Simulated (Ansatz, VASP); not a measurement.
BN in VASP and in Ansatz

```
B N
1.0
     2.59329    0.00000    0.00000
    -1.29664    2.24585    0.00000
     0.00000    0.00000    4.28950
B N
2 2
Direct
  0.66667 0.33333 0.00016
  0.33333 0.66667 0.50016
  0.66667 0.33333 0.37484
  0.33333 0.66667 0.87484
```

Alike in both runs: task relaxation of the atoms; functional r2SCAN; k mesh 12 × 12 × 8; occupations fermi-dirac, width 0.02 eV; no spin polarisation.

|  | VASP | Ansatz |
| --- | --- | --- |
| version | VASP 6.6.1 | Ansatz 0.2.0 |
| potentials or method | VASP PAW PBE potentials, release 64 (B, N), cutoff 520 eV | PAW plane waves |
| valence electrons in the cell | 16 | 16 |

|  | VASP | Ansatz | Ansatz less VASP |
| --- | --- | --- | --- |
| gap on the k mesh at the Fermi level, each at its own relaxed structure (eV) | 5.82 | 5.84 | +0.025 |

VASP's potentials were made for PBE, not for r2SCAN. Ansatz's warnings: stress scf threshold loose.
